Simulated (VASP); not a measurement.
# InP (I4/mmm) in VASP: single point with PBE

Aim: the single point of InP with PBE.

Program: VASP 6.6.1. These are calculated values, not measurements. Logs are shortened: lines on timing, memory, paths and dates and some standing lists are left out, and cuts for length are marked.

## 1. The cell of the first run

It takes space group I4/mmm (No. 139, tetragonal). Conventional cell: a = 3.918 Å, b = 3.918 Å, c = 5.799 Å, α = 90.00°, β = 90.00°, γ = 90.00°. Within 3.7 Å of In (site symmetry 4/mmm) lie 6 P at 2.77 to 2.90 Å. P (site symmetry 4/mmm) has 6 In at 2.77 to 2.90 Å within 3.7 Å.

## 2. Single point, PBE (the cell strained)

The input, INCAR:

```
PREC = Accurate
ENCUT = 520
EDIFF = 1E-6
ISMEAR = 0
SIGMA = 0.15
LREAL = False
LASPH = True
NELM = 60
ALGO = Normal
ISIF = 2
LWAVE = False
LCHARG = False
GGA = PE
NBANDS = 16
```

The input, KPOINTS:

```
regular mesh
0
Gamma
  14 14 14
```

The input, POSCAR:

```
InP
1.0
    0.0000000000      2.7701982124      2.7701982124
    2.8995664689      0.0000000000      2.7701982124
    2.8995664689      2.7701982124      0.0000000000
In P
1 1
Direct
    0.0000000000      0.0000000000      0.0000000000
    0.5000000000      0.5000000000      0.5000000000
```

Potentials or basis: VASP PAW PBE potentials, release 64 (In_d, P).

Run with:

```
> cat potpaw_PBE.64/In_d/POTCAR potpaw_PBE.64/P/POTCAR > POTCAR
> mpirun -np 1 vasp_std > vasp.out
```

OUTCAR:

```text
PREC = Accurate
   ENCUT = 520
   EDIFF = 1E-6
   ISMEAR = 0
   LREAL = False
   LASPH = True
   NELM = 60
   ISIF = 2
   GGA = PE

 ion  position               nearest neighbor table
   1  0.000  0.000  0.000-   2 2.77   2 2.77   2 2.77   2 2.77   2 2.90   2 2.90
   2  0.500  0.500  0.500-   1 2.77   1 2.77   1 2.77   1 2.77   1 2.90   1 2.90

  LATTYP: Found a body centered tetragonal cell.
 ALAT       =     3.9176518824
 C/A-ratio  =     1.4802573357

  Lattice vectors:

 A1 = (   2.8995664689,   0.0000000000,   2.7701982124)
 A2 = (   2.8995664689,   0.0000000000,  -2.7701982124)
 A3 = (  -2.8995664689,   2.7701982124,   0.0000000000)

Analysis of symmetry for initial positions (statically):
=====================================================================
 Subroutine PRICEL returns:
 Original cell was already a primitive cell.

 Routine SETGRP: Setting up the symmetry group for a
 body centered tetragonal supercell.

 Subroutine GETGRP returns: Found 16 space group operations
 (whereof 16 operations were pure point group operations)
 out of a pool of 16 trial point group operations.

The static configuration has the point symmetry D_4h.

Analysis of symmetry for dynamics (positions and initial velocities):
=====================================================================
 Subroutine PRICEL returns:
 Original cell was already a primitive cell.

 Routine SETGRP: Setting up the symmetry group for a
 body centered tetragonal supercell.

 Subroutine GETGRP returns: Found 16 space group operations
 (whereof 16 operations were pure point group operations)
 out of a pool of 16 trial point group operations.

The dynamic configuration has the point symmetry D_4h.

 Subroutine INISYM returns: Found 16 space group operations
 (whereof 16 operations are pure point group operations),
 and found     1 'primitive' translations

----------------------------------------------------------------------------------------

                                     Primitive cell

  volume of cell :      44.5025

  direct lattice vectors                    reciprocal lattice vectors
     0.000000000  2.770198212  2.770198212    -0.172439572  0.180492500  0.180492500
     2.899566469  0.000000000  2.770198212     0.172439572 -0.180492500  0.180492500
     2.899566469  2.770198212  0.000000000     0.172439572  0.180492500 -0.180492500

  length of vectors
     3.917651882  4.010172545  4.010172545     0.308043002  0.308043002  0.308043002

  position of ions in fractional coordinates (direct lattice)
     0.000000000  0.000000000  0.000000000
     0.500000000  0.500000000  0.500000000

  ion indices of the primitive-cell ions
   primitive index   ion index
                 1           1
                 2           2

----------------------------------------------------------------------------------------

 KPOINTS: regular mesh

Automatic generation of k-mesh.
 Grid dimensions read from file:
 generate k-points for:   14   14   14

 Generating k-lattice:

  Cartesian coordinates                     Fractional coordinates (reciprocal lattice)
    -0.012317112  0.012892321  0.012892321     0.071428571  0.000000000  0.000000000
     0.012317112 -0.012892321  0.012892321     0.000000000  0.071428571  0.000000000
     0.012317112  0.012892321 -0.012892321     0.000000000  0.000000000  0.071428571

  Length of vectors
     0.022003072  0.022003072  0.022003072

  Shift w.r.t. Gamma in fractional coordinates (k-lattice)
     0.000000000  0.000000000  0.000000000

 Subroutine IBZKPT returns following result:
 ===========================================

 Found    244 irreducible k-points:

 Following reciprocal coordinates:
            Coordinates               Weight
  0.000000  0.000000  0.000000      1.000000
  0.071429  0.000000  0.000000      8.000000
  0.142857  0.000000  0.000000      8.000000
  0.214286  0.000000  0.000000      8.000000
  0.285714 -0.000000 -0.000000      8.000000
  0.357143  0.000000  0.000000      8.000000
[... 16 lines left out ...]
  0.214286  0.142857 -0.000000     16.000000
  0.285714  0.142857  0.000000     16.000000
 [... further k-points ...]
   k-points           NKPTS =    244   k-points in BZ     NKDIM =    244   number of bands    NBANDS=     16
   number of dos      NEDOS =    301   number of ions     NIONS =      2
   total plane-waves  NPLWV =  27000
   dimension x,y,z NGX =    30 NGY =   30 NGZ =   30
   dimension x,y,z NGXF=    60 NGYF=   60 NGZF=   60
   ions per type =               1   1
   NGX,Y,Z   is equivalent  to a cutoff of  12.73, 12.44, 12.44 a.u.
   NGXF,Y,Z  is equivalent  to a cutoff of  25.46, 24.87, 24.87 a.u.
 SYSTEM =  unknown system
   PREC   = accura    normal or accurate (medium, high low for compatibility)
   ISTART =      0    job   : 0-new  1-cont  2-samecut
   ICHARG =      2    charge: 1-file 2-atom 10-const
   ISPIN  =      1    spin polarized calculation?
   LNONCOLLINEAR =      F non collinear calculations
   LSORBIT =      F    spin-orbit coupling
   LASPH  =      T    aspherical Exc in radial PAW
   ENCUT  =  520.0 eV  38.22 Ry    6.18 a.u.   7.28  7.46  7.46*2*pi/ulx,y,z
   NELM   =     60;   NELMIN=  2; NELMDL= -5     # of ELM steps
   EDIFF  = 0.1E-05   stopping-criterion for ELM
   LREAL  =      F    real-space projection
   EDIFFG = 0.1E-04   stopping-criterion for IOM
   NSW    =      0    number of steps for IOM
   IBRION =     -1    ionic relax: 0-MD 1-quasi-New 2-CG
   NFREE  =      0    steps in history (QN), initial steepest desc. (CG)
   ISIF   =      2    stress and relaxation
   ISYM   =      2    0-nonsym 1-usesym 2-fastsym
   POTIM  = 0.5000    time-step for ionic-motion
   TEBEG  =    0.0;   TEEND  =   0.0 temperature during run
   PSTRESS=    0.0 pullay stress
   NELECT =      18.0000    total number of electrons
   NUPDOWN=      -1.0000    fix difference up-down
   EMIN   =  10.00;   EMAX   =-10.00  energy-range for DOS
   EFERMI =   0.00;   METHOD = LEGACY
   ISMEAR =     0;   SIGMA  =   0.15  broadening in eV -4-tet -1-fermi 0-gaus
   EFERMI_NEDOS =   21; number of points for ismear=-14 and -15
   IALGO  =     38    algorithm
   IMIX   =      4    mixing-type and parameters
     AMIX     =   0.40;   BMIX     =  1.00
     AMIX_MAG =   1.60;   BMIX_MAG =  1.00
  volume/ion in A,a.u.               =      22.25       150.16
  Fermi-wavevector in a.u.,A,eV,Ry     =   1.210702  2.287896 19.943425  1.465800
  Thomas-Fermi vector in A             =   2.346241
   LORBIT       =      0    0 simple, 1 ext, 2 COOP (PROOUT), +10 PAW based schemes
   GGA     = PE    functional components
   LHFCALC =     F    Hartree Fock is set to
   AEXX    =    0.0000 exact exchange contribution
   IVDW    =     0    specifies the selected vdW correction
   LEPSILON=     F    determine dielectric tensor
   LRPA    =     F    only Hartree local field effects (RPA)
 non-spin polarized calculation
 Gauss-broadening in eV      SIGMA  =   0.15
  energy-cutoff  :      520.00
  volume of cell :       44.50
 maximum number of plane-waves:      1220
 NGX is ok and might be reduce to    30
   NGX = 15   NGY = 15   NGZ = 15

 number of electron      18.0000000 magnetization

 Free energy of the ion-electron system (eV)
  ---------------------------------------------------
  ext. energy  EPLUGINS =         0.00000000
  ---------------------------------------------------
  free energy    TOTEN  =        -7.88782537 eV

  energy without entropy =       -7.87411204  energy(sigma->0) =       -7.88096871

 E-fermi :   6.4641     XC(G=0): -10.1775

 val. band max:        6.4583470665   @ k =   0.1429   0.2857   0.0714
 cond. band min:       6.4650854040   @ k =   0.1429   0.3571   0.0714
 fundamental gap:      0.0067383375
 Fermi energy:         6.4641052501

 k-point     1 :       0.0000    0.0000    0.0000
  band No.  band energies     occupation
      1      -7.7040      2.00000
      2      -7.6964      2.00000
      3      -7.6900      2.00000
      4      -7.6729      2.00000
      5      -7.6729      2.00000
      6      -5.2010      2.00000
[... 8 lines left out ...]
     15      15.1208      0.00000
     16      15.1208      0.00000

 k-point     2 :       0.0714    0.0000    0.0000
  band No.  band energies     occupation
      1      -7.7050      2.00000
      2      -7.6987      2.00000
      3      -7.6876      2.00000
      4      -7.6723      2.00000
      5      -7.6704      2.00000
      6      -5.1412      2.00000
[... 8 lines left out ...]
     15      14.5317      0.00000
     16      14.9252      0.00000

 k-point     3 :       0.1429    0.0000    0.0000
  band No.  band energies     occupation
      1      -7.7098      2.00000
      2      -7.7063      2.00000
      3      -7.6816      2.00000
      4      -7.6683      2.00000
      5      -7.6627      2.00000
      6      -4.9637      2.00000
[... 8 lines left out ...]
     15      14.3741      0.00000
     16      14.7287      0.00000

 k-point     4 :       0.2143    0.0000    0.0000
  band No.  band energies     occupation
      1      -7.7181      2.00000
      2      -7.7180      2.00000
      3      -7.6798      2.00000
      4      -7.6548      2.00000
      5      -7.6507      2.00000
      6      -4.6756      2.00000
[... 8 lines left out ...]
     15      14.8208      0.00000
     16      14.8449      0.00000

 k-point     5 :       0.2857   -0.0000   -0.0000
  band No.  band energies     occupation
      1      -7.7313      2.00000
      2      -7.7277      2.00000
      3      -7.6810      2.00000
      4      -7.6369      2.00000
      5      -7.6366      2.00000
      6      -4.2940      2.00000
[... 8 lines left out ...]
     15      15.4873      0.00000
     16      15.5616      0.00000

 k-point     6 :       0.3571    0.0000    0.0000
  band No.  band energies     occupation
      1      -7.7434      2.00000
      2      -7.7365      2.00000
      3      -7.6830      2.00000
      4      -7.6244      2.00000
      5      -7.6197      2.00000
      6      -3.8591      2.00000
[... 8 lines left out ...]
     15      16.2881      0.00000
     16      16.4662      0.00000

 k-point     7 :       0.4286    0.0000    0.0000
  band No.  band energies     occupation
      1      -7.7517      2.00000
      2      -7.7427      2.00000
      3      -7.6846      2.00000
      4      -7.6157      2.00000
      5      -7.6079      2.00000
      6      -3.4640      2.00000
[... 8 lines left out ...]
     15      17.0924      0.00000
     16      17.3759      0.00000

 k-point     8 :       0.5000    0.0000    0.0000
  band No.  band energies     occupation
      1      -7.7547      2.00000
      2      -7.7449      2.00000
      3      -7.6852      2.00000
      4      -7.6125      2.00000
      5      -7.6036      2.00000
      6      -3.2891      2.00000
[... 8 lines left out ...]
     15      17.5062      0.00000
     16      17.8094      0.00000

 k-point     9 :       0.0714    0.0714    0.0000
  band No.  band energies     occupation
      1      -7.7038      2.00000
      2      -7.6996      2.00000
      3      -7.6847      2.00000
      4      -7.6752      2.00000
      5      -7.6691      2.00000
      6      -5.1195      2.00000
[... 8 lines left out ...]
     15      14.7204      0.00000
     16      15.4823      0.00000
[... 172 lines left out ...]
 k-point    19 :      -0.2143    0.0714    0.0000
  band No.  band energies     occupation
      1      -7.7246      2.00000
      2      -7.7232      2.00000
      3      -7.6803      2.00000
      4      -7.6529      2.00000
      5      -7.6425      2.00000
      6      -4.5060      2.00000
[... 8 lines left out ...]
     15      15.1662      0.00000
     16      15.9337      0.00000

 k-point    20 :      -0.1429    0.0714    0.0000
  band No.  band energies     occupation
      1      -7.7159      2.00000
      2      -7.7101      2.00000
      3      -7.6831      2.00000
      4      -7.6652      2.00000
      5      -7.6546      2.00000
      6      -4.8275      2.00000
[... 8 lines left out ...]
     15      15.2591      0.00000
     16      15.3919      0.00000

 k-point    21 :      -0.0714    0.0714   -0.0000
  band No.  band energies     occupation
      1      -7.7094      2.00000
      2      -7.7013      2.00000
      3      -7.6870      2.00000
      4      -7.6706      2.00000
      5      -7.6645      2.00000
      6      -5.0426      2.00000
[... 8 lines left out ...]
     15      14.7469      0.00000
     16      15.4931      0.00000

 k-point    22 :       0.1429    0.1429    0.0000
  band No.  band energies     occupation
      1      -7.7261      2.00000
      2      -7.6922      2.00000
      3      -7.6819      2.00000
      4      -7.6693      2.00000
      5      -7.6585      2.00000
      6      -4.8689      2.00000
[... 8 lines left out ...]
     15      15.9676      0.00000
     16      16.1713      0.00000

 k-point    23 :       0.2143    0.1429   -0.0000
  band No.  band energies     occupation
      1      -7.7447      2.00000
      2      -7.6922      2.00000
      3      -7.6851      2.00000
      4      -7.6562      2.00000
      5      -7.6495      2.00000
      6      -4.6418      2.00000
[... 8 lines left out ...]
     15      16.0306      0.00000
     16      16.5050      0.00000

 k-point    24 :       0.2857    0.1429    0.0000
  band No.  band energies     occupation
      1      -7.7638      2.00000
      2      -7.6989      2.00000
      3      -7.6856      2.00000
      4      -7.6448      2.00000
      5      -7.6337      2.00000
      6      -4.3090      2.00000
[... 8 lines left out ...]
     15      16.4632      0.00000
     16      16.6788      0.00000

 [... further k-points ...]

------------------------ aborting loop because EDIFF is reached ----------------------------------------

  FORCE on cell =-STRESS in cart. coord.  units (eV):
  Direction    XX          YY          ZZ          XY          YZ          ZX
  --------------------------------------------------------------------------------------
  -------------------------------------------------------------------------------------
  Total       -1.4084596     -0.4621036     -0.4621036     -0.0000000      0.0000000      0.0000000
  in kB      -50.7072695    -16.6366242    -16.6366242     -0.0000000      0.0000000      0.0000000
  external PRESSURE =     -27.9935060 kB  Pullay stress =       0.0000000 kB

 VOLUME and BASIS-vectors are now :
 -----------------------------------------------------------------------------
  energy-cutoff  :      520.00
  volume of cell :       44.50
      direct lattice vectors                 reciprocal lattice vectors
     0.000000000  2.770198212  2.770198212    -0.172439572  0.180492500  0.180492500
     2.899566469  0.000000000  2.770198212     0.172439572 -0.180492500  0.180492500
     2.899566469  2.770198212  0.000000000     0.172439572  0.180492500 -0.180492500

 POSITION                                       TOTAL-FORCE (eV/Angst)
 -----------------------------------------------------------------------------------
      0.00000      0.00000      0.00000         0.000000      0.000000     -0.000000
      2.89957      2.77020      2.77020         0.000000      0.000000      0.000000
 -----------------------------------------------------------------------------------
    total drift:                               -0.000000      0.000000      0.000000

  FREE ENERGIE OF THE ION-ELECTRON SYSTEM (eV)
  ---------------------------------------------------
  free  energy   TOTEN  =        -7.8878253747 eV

  energy  without entropy=       -7.8741120411  energy(sigma->0) =       -7.88096871
```

It took 82 s on 1 thread of Intel Xeon Platinum 8488C (Sapphire Rapids), shared host; peak memory 0.3 GiB.

What came out:

```
Free energy            : -7.8878 eV
Pressure               : -2.8 GPa
Band gap on the k mesh : zero (bands 9 and 10 overlap by 2.40 eV)
```

Stress tensor (GPa, compression positive):
```
-5.07  0.00  0.00
 0.00 -1.66  0.00
 0.00  0.00 -1.66
```

Levels at points of the mesh, in eV from the Fermi level:
```csv
k point,band 5,band 6,band 7,band 8,band 9,band 10,band 11,band 12,band 13,band 14
"(0.00, 0.00, 0.00)",-14.14,-11.67,-0.38,-0.38,0.01,0.18,6.90,7.22,7.22,7.37
"(0.50, 0.00, 0.00)",-14.07,-9.75,-6.38,0.03,0.24,2.39,3.35,3.61,4.89,10.84
"(0.50, 0.50, 0.00)",-14.04,-8.65,-4.66,-2.67,-2.49,-1.97,3.90,8.76,9.90,10.06
"(0.00, 0.50, 0.50)",-14.05,-9.05,-4.63,-2.24,-2.06,-2.06,4.08,9.46,9.66,9.66
```

Caveat: the cell differs from its parent crystal (the cell strained); spin-orbit coupling is left out, which moves the levels of the heavy elements.
